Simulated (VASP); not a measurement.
# LiSi16 (a cell with a defect) in VASP: notebook

LiSi16 (a cell with a defect) is run at these levels: r2SCAN; tasks: single point.

All numbers are computed with VASP 6.6.1; they aren't measurements. Logs are shortened: lines on timing, memory, paths and dates and some standing lists are left out, and cuts for length are marked.

**1. The cell of the first run**

The cell holds a defect, 17 atoms: a = 7.679 Å, b = 7.679 Å, c = 7.679 Å, α = 60.00°, β = 60.00°, γ = 60.00°.

**2. Single point, r2SCAN**

File POSCAR:

```
LiSi16
1.0
    0.0000000000      5.4300000000      5.4300000000
    5.4300000000      0.0000000000      5.4300000000
    5.4300000000      5.4300000000      0.0000000000
Si Li
16 1
Direct
    0.0016492826     -0.0018341520     -0.0015435953
    0.1315334246      0.1228616379      0.1231838564
    0.0016183989     -0.0018596189      0.5025073489
    0.1238671753      0.1275406677      0.6246548650
    0.0016341840      0.5021803191     -0.0015585880
    0.1238738861      0.6243630666      0.1278183680
   -0.0003201258      0.5001469022      0.5004245590
    0.1238665783      0.6243447510      0.6246442473
    0.4995807699      0.0001892787      0.0005599695
    0.6223426243      0.1228571159      0.1231790871
    0.4976634984     -0.0018604943      0.5025037719
    0.6223079075      0.1228134094      0.6324977684
    0.4976729360      0.5021772436     -0.0015601652
    0.6223215529      0.6321320749      0.1231511515
    0.4976603051      0.5021325083      0.5024775016
    0.6270762598      0.6243443350      0.6246432475
    0.7495793421      0.2501912549      0.2505600065
```

File INCAR.step1:

```
PREC = Accurate
ENCUT = 520
ISMEAR = 0
SIGMA = 0.02
LREAL = Auto
LASPH = T
NELM = 60
NELECT = 66.0
NBANDS = 48
GGA = PE
ALGO = Normal
EDIFF = 1E-4
LWAVE = T
LCHARG = F
```

File INCAR.step2:

```
PREC = Accurate
ENCUT = 520
EDIFF = 1E-7
ISMEAR = 0
SIGMA = 0.02
LREAL = Auto
LASPH = T
NELM = 60
ALGO = Normal
ISIF = 2
LWAVE = F
LCHARG = F
METAGGA = R2SCAN
LMIXTAU = T
NELECT = 66.0
NBANDS = 48
ISTART = 1
```

File KPOINTS:

```
Automatic mesh
0
Gamma
  2 2 2
```

Potentials or basis: VASP PAW PBE potentials, release 64 (Si, Li_sv).

Run with:

```bash
$ cat potpaw_PBE.64/Si/POTCAR potpaw_PBE.64/Li_sv/POTCAR > POTCAR
$ cp INCAR.step1 INCAR
$ mpirun -np 1 vasp_std > vasp.out
$ cp INCAR.step2 INCAR
$ mpirun -np 1 vasp_std > vasp.out
```

OUTCAR:

```text
PREC = Accurate
   ENCUT = 520
   EDIFF = 1E-7
   ISMEAR = 0
   LREAL = Auto
   LASPH = T
   NELM = 60
   ISIF = 2
   METAGGA = R2SCAN
   NELECT = 66.0
   ISTART = 1

 ion  position               nearest neighbor table
   1  0.002  0.998  0.998-   4 2.34   6 2.34  10 2.38   2 2.38  17 2.74
   2  0.132  0.123  0.123-   9 2.31   1 2.38   5 2.38   3 2.38  17 2.39
   3  0.002  0.998  0.503-   8 2.34   4 2.34  12 2.38   2 2.38  17 2.74
   4  0.124  0.128  0.625-   7 2.34  11 2.34   3 2.34   1 2.34
   5  0.002  0.502  0.998-   8 2.34   6 2.34  14 2.38   2 2.38  17 2.74
   6  0.124  0.624  0.128-   7 2.34  13 2.34   5 2.34   1 2.34
   7  1.000  0.500  0.500-  16 2.34   8 2.34   6 2.34   4 2.34
   8  0.124  0.624  0.625-   7 2.34  15 2.34   3 2.34   5 2.34
   9  0.500  0.000  0.001-   2 2.31  10 2.31  14 2.31  12 2.31
  10  0.622  0.123  0.123-   9 2.31   1 2.38  13 2.38  11 2.38  17 2.39
  11  0.498  0.998  0.503-  16 2.34   4 2.34  12 2.38  10 2.38  17 2.74
  12  0.622  0.123  0.632-   9 2.31   3 2.38  11 2.38  15 2.38  17 2.39
  13  0.498  0.502  0.998-  16 2.34   6 2.34  14 2.38  10 2.38  17 2.74
  14  0.622  0.632  0.123-   9 2.31   5 2.38  13 2.38  15 2.38  17 2.39
  15  0.498  0.502  0.502-  16 2.34   8 2.34  12 2.38  14 2.38  17 2.74
  16  0.627  0.624  0.625-   7 2.34  15 2.34  11 2.34  13 2.34
  17  0.750  0.250  0.251-  12 2.39  14 2.39  10 2.39   2 2.39  15 2.74  11 2.74   3 2.74  13 2.74
                             5 2.74   1 2.74

  LATTYP: Found a face centered cubic cell.
 ALAT       =    10.8600000000

  Lattice vectors:

 A1 = (   0.0000000000,   5.4300000000,   5.4300000000)
 A2 = (   5.4300000000,   0.0000000000,   5.4300000000)
 A3 = (   5.4300000000,   5.4300000000,   0.0000000000)

Analysis of symmetry for initial positions (statically):
=====================================================================
 Subroutine PRICEL returns:
 Original cell was already a primitive cell.

 Routine SETGRP: Setting up the symmetry group for a
 face centered cubic supercell.

 Subroutine GETGRP returns: Found  1 space group operations
 (whereof  1 operations were pure point group operations)
 out of a pool of 48 trial point group operations.

The static configuration has the point symmetry C_1 .

Analysis of symmetry for dynamics (positions and initial velocities):
=====================================================================
 Subroutine PRICEL returns:
 Original cell was already a primitive cell.

 Routine SETGRP: Setting up the symmetry group for a
 face centered cubic supercell.

 Subroutine GETGRP returns: Found  1 space group operations
 (whereof  1 operations were pure point group operations)
 out of a pool of 48 trial point group operations.

The dynamic configuration has the point symmetry C_1 .

 Subroutine INISYM returns: Found  1 space group operations
 (whereof  1 operations are pure point group operations),
 and found     1 'primitive' translations

----------------------------------------------------------------------------------------

                                     Primitive cell

  volume of cell :     320.2060

  direct lattice vectors                    reciprocal lattice vectors
     0.000000000  5.430000000  5.430000000    -0.092081031  0.092081031  0.092081031
     5.430000000  0.000000000  5.430000000     0.092081031 -0.092081031  0.092081031
     5.430000000  5.430000000  0.000000000     0.092081031  0.092081031 -0.092081031

  length of vectors
     7.679179644  7.679179644  7.679179644     0.159489025  0.159489025  0.159489025

  position of ions in fractional coordinates (direct lattice)
     0.001649283  0.998165848  0.998456405
     0.131533425  0.122861638  0.123183856
     0.001618399  0.998140381  0.502507349
     0.123867175  0.127540668  0.624654865
     0.001634184  0.502180319  0.998441412
     0.123873886  0.624363067  0.127818368
[... 9 lines left out ...]
     0.627076260  0.624344335  0.624643248
     0.749579342  0.250191255  0.250560007

  ion indices of the primitive-cell ions
   primitive index   ion index
                 1           1
                 2           2
                 3           3
                 4           4
                 5           5
                 6           6
[... 9 lines left out ...]
                16          16
                17          17

----------------------------------------------------------------------------------------

 KPOINTS: Automatic mesh

Automatic generation of k-mesh.
 Grid dimensions read from file:
 generate k-points for:    2    2    2

 Generating k-lattice:

  Cartesian coordinates                     Fractional coordinates (reciprocal lattice)
    -0.046040516  0.046040516  0.046040516     0.500000000  0.000000000  0.000000000
     0.046040516 -0.046040516  0.046040516     0.000000000  0.500000000  0.000000000
     0.046040516  0.046040516 -0.046040516     0.000000000  0.000000000  0.500000000

  Length of vectors
     0.079744512  0.079744512  0.079744512

  Shift w.r.t. Gamma in fractional coordinates (k-lattice)
     0.000000000  0.000000000  0.000000000

 Subroutine IBZKPT returns following result:
 ===========================================

 Found      8 irreducible k-points:

 Following reciprocal coordinates:
            Coordinates               Weight
  0.000000  0.000000  0.000000      1.000000
  0.500000  0.000000  0.000000      1.000000
  0.000000  0.500000  0.000000      1.000000
  0.000000  0.000000  0.500000      1.000000
  0.500000  0.500000  0.500000      1.000000
  0.500000  0.500000  0.000000      1.000000
  0.000000  0.500000  0.500000      1.000000
  0.500000  0.000000  0.500000      1.000000
   k-points           NKPTS =      8   k-points in BZ     NKDIM =      8   number of bands    NBANDS=     48
   number of dos      NEDOS =    301   number of ions     NIONS =     17
   total plane-waves  NPLWV = 216000
   dimension x,y,z NGX =    60 NGY =   60 NGZ =   60
   dimension x,y,z NGXF=   120 NGYF=  120 NGZF=  120
   ions per type =              16   1
   NGX,Y,Z   is equivalent  to a cutoff of  12.99, 12.99, 12.99 a.u.
   NGXF,Y,Z  is equivalent  to a cutoff of  25.98, 25.98, 25.98 a.u.
 SYSTEM =  unknown system
   PREC   = accura    normal or accurate (medium, high low for compatibility)
   ISTART =      1    job   : 0-new  1-cont  2-samecut
   ICHARG =      0    charge: 1-file 2-atom 10-const
   ISPIN  =      1    spin polarized calculation?
   LNONCOLLINEAR =      F non collinear calculations
   LSORBIT =      F    spin-orbit coupling
   LASPH  =      T    aspherical Exc in radial PAW
   ENCUT  =  520.0 eV  38.22 Ry    6.18 a.u.  14.28 14.28 14.28*2*pi/ulx,y,z
   NELM   =     60;   NELMIN=  2; NELMDL=  0     # of ELM steps
   EDIFF  = 0.1E-06   stopping-criterion for ELM
   LREAL  =      T    real-space projection
   EDIFFG = 0.1E-05   stopping-criterion for IOM
   NSW    =      0    number of steps for IOM
   IBRION =     -1    ionic relax: 0-MD 1-quasi-New 2-CG
   NFREE  =      0    steps in history (QN), initial steepest desc. (CG)
   ISIF   =      2    stress and relaxation
   ISYM   =      2    0-nonsym 1-usesym 2-fastsym
   POTIM  = 0.5000    time-step for ionic-motion
   TEBEG  =    0.0;   TEEND  =   0.0 temperature during run
   PSTRESS=    0.0 pullay stress
   NELECT =      66.0000    total number of electrons
   NUPDOWN=      -1.0000    fix difference up-down
   EMIN   =  10.00;   EMAX   =-10.00  energy-range for DOS
   EFERMI =   0.00;   METHOD = LEGACY
   ISMEAR =     0;   SIGMA  =   0.02  broadening in eV -4-tet -1-fermi 0-gaus
   EFERMI_NEDOS =   21; number of points for ismear=-14 and -15
   IALGO  =     38    algorithm
   IMIX   =      4    mixing-type and parameters
     AMIX     =   0.40;   BMIX     =  1.00
     AMIX_MAG =   1.60;   BMIX_MAG =  1.00
  volume/ion in A,a.u.               =      18.84       127.11
  Fermi-wavevector in a.u.,A,eV,Ry     =   0.967044  1.827449 12.723821  0.935174
  Thomas-Fermi vector in A             =   2.096897
   LORBIT       =      0    0 simple, 1 ext, 2 COOP (PROOUT), +10 PAW based schemes
   METAGGA = R2SCAN    functional components
   LHFCALC =     F    Hartree Fock is set to
   AEXX    =    0.0000 exact exchange contribution
   IVDW    =     0    specifies the selected vdW correction
   LEPSILON=     F    determine dielectric tensor
   LRPA    =     F    only Hartree local field effects (RPA)
 non-spin polarized calculation
 Gauss-broadening in eV      SIGMA  =   0.02
  energy-cutoff  :      520.00
  volume of cell :      320.21
 maximum number of plane-waves:      8646
 NGX is ok and might be reduce to    60
   NGX = 29   NGY = 29   NGZ = 29

 number of electron      65.9999997 magnetization

 Free energy of the ion-electron system (eV)
  ---------------------------------------------------
  ext. energy  EPLUGINS =         0.00000000
  ---------------------------------------------------
  free energy    TOTEN  =      -147.80503986 eV

  energy without entropy =     -147.80503986  energy(sigma->0) =     -147.80503986

 E-fermi :   6.1639     XC(G=0):  -9.8963

 val. band max:        5.9510093673   @ k =   0.0000   0.0000   0.0000
 cond. band min:       6.7988319387   @ k =   0.0000   0.0000   0.0000
 fundamental gap:      0.8478225713
 Fermi energy:         6.1638602897

 k-point     1 :       0.0000    0.0000    0.0000
  band No.  band energies     occupation
      1     -42.1188      2.00000
      2      -6.5772      2.00000
      3      -4.2041      2.00000
      4      -4.1467      2.00000
      5      -4.1466      2.00000
      6      -4.1466      2.00000
[... 37 lines left out ...]
     44       8.4626      0.00000
     45       8.4629      0.00000

 k-point     2 :       0.5000    0.0000    0.0000
  band No.  band energies     occupation
      1     -42.1188      2.00000
      2      -5.8125      2.00000
      3      -5.6773      2.00000
      4      -3.8699      2.00000
      5      -3.8315      2.00000
      6      -3.8312      2.00000
[... 280 lines left out ...]
 k-point     8 :       0.5000    0.0000    0.5000
  band No.  band energies     occupation
      1     -42.1188      2.00000
      2      -5.5045      2.00000
      3      -5.4135      2.00000
      4      -4.4707      2.00000
      5      -4.4437      2.00000
      6      -4.4436      2.00000
[... 37 lines left out ...]
     44      10.5675      0.00000
     45      10.6551      0.00000
 [bands above 45 left out]

------------------------ aborting loop because EDIFF is reached ----------------------------------------

  FORCE on cell =-STRESS in cart. coord.  units (eV):
  Direction    XX          YY          ZZ          XY          YZ          ZX
  --------------------------------------------------------------------------------------
  -------------------------------------------------------------------------------------
  Total       -4.0910317     -4.0923263     -4.0922028     -0.0003891     -0.0046863      0.0006176
  in kB      -20.4698163    -20.4762937    -20.4756759     -0.0019467     -0.0234484      0.0030902
  external PRESSURE =     -20.4739286 kB  Pullay stress =       0.0000000 kB

 VOLUME and BASIS-vectors are now :
 -----------------------------------------------------------------------------
  energy-cutoff  :      520.00
  volume of cell :      320.21
      direct lattice vectors                 reciprocal lattice vectors
     0.000000000  5.430000000  5.430000000    -0.092081031  0.092081031  0.092081031
     5.430000000  0.000000000  5.430000000     0.092081031 -0.092081031  0.092081031
     5.430000000  5.430000000  0.000000000     0.092081031  0.092081031 -0.092081031

 POSITION                                       TOTAL-FORCE (eV/Angst)
 -----------------------------------------------------------------------------------
     10.84166      5.43057      5.42900         0.002957     -0.000363      0.000703
      1.33603      1.38311      1.38137        -0.000463     -0.000092      0.000492
      8.14852      2.73740      5.42869        -0.001053     -0.002090      0.000563
      4.08442      4.06447      1.36514        -0.000436      0.001299     -0.001327
      8.14838      5.43041      2.73571        -0.000684      0.000542     -0.002349
      4.08435      1.36669      4.06293        -0.000210     -0.000790      0.000864
[... 9 lines left out ...]
      6.78200      6.79684      6.79521         0.001518     -0.001298     -0.001295
      2.71908      5.43076      5.42875         0.009781      0.001492     -0.001365
 -----------------------------------------------------------------------------------
    total drift:                                0.009157      0.001095     -0.000383

  FREE ENERGIE OF THE ION-ELECTRON SYSTEM (eV)
  ---------------------------------------------------
  free  energy   TOTEN  =      -147.8050398641 eV

  energy  without entropy=     -147.8050398641  energy(sigma->0) =     -147.80503986
```

Wall time 7.2 min (1 thread of Intel Xeon 6975P-C (Granite Rapids), shared host); peak memory 0.55 GiB.

What came out:

* Free energy: -147.8050 eV
* Largest force: 0.010 eV/Å

Forces on the atoms (eV/Å):
```
Si   0.003  0.000  0.001
Si   0.000  0.000  0.000
Si  -0.001 -0.002  0.001
Si   0.000  0.001 -0.001
Si  -0.001  0.001 -0.002
Si   0.000 -0.001  0.001
Si  -0.002  0.000  0.001
Si   0.002  0.001  0.001
Si  -0.004 -0.001  0.001
Si   0.000  0.000  0.000
Si  -0.001 -0.001  0.002
Si  -0.001  0.000  0.000
Si   0.000  0.002  0.000
Si  -0.002  0.000  0.000
Si  -0.002  0.000  0.000
Si   0.002 -0.001 -0.001
Li   0.010  0.001 -0.001
```

Levels at points of the mesh, in eV from the Fermi level:
| k point | band 30 | band 31 | band 32 | band 33 | band 34 | band 35 | band 36 | band 37 |
| --- | --- | --- | --- | --- | --- | --- | --- | --- |
| (0.00, 0.00, 0.00) | -1.41 | -0.21 | -0.21 | -0.21 | 0.63 | 0.63 | 0.64 | 0.71 |
| (0.50, 0.00, 0.00) | -1.08 | -1.08 | -0.98 | -0.98 | 1.23 | 1.42 | 1.42 | 1.62 |
| (0.00, 0.50, 0.00) | -1.08 | -1.08 | -0.98 | -0.98 | 1.23 | 1.42 | 1.42 | 1.62 |
| (0.00, 0.00, 0.50) | -1.08 | -1.08 | -0.98 | -0.98 | 1.23 | 1.42 | 1.42 | 1.62 |
| (0.50, 0.50, 0.50) | -1.08 | -1.08 | -0.98 | -0.98 | 1.23 | 1.42 | 1.42 | 1.62 |
| (0.50, 0.50, 0.00) | -1.65 | -1.65 | -1.61 | -1.56 | 1.05 | 1.13 | 2.27 | 2.38 |
| (0.00, 0.50, 0.50) | -1.65 | -1.65 | -1.61 | -1.56 | 1.05 | 1.13 | 2.27 | 2.38 |
| (0.50, 0.00, 0.50) | -1.65 | -1.65 | -1.61 | -1.56 | 1.05 | 1.13 | 2.27 | 2.38 |

Caveat: the k points lie up to 0.50 Å⁻¹ apart; the cell carries a net charge on a neutralising background, which shifts energy and pressure; the cell is charged against a uniform background, so pressure and absolute levels hang on convention; the cutoff is under 1.25 times the usual one of these potentials, so pressure, stress and relaxed cells hold a basis-set (Pulay) error; the PAW data sets were made with another functional, which shifts forces and pressure a little.

(Continued in part 2 of 3.)
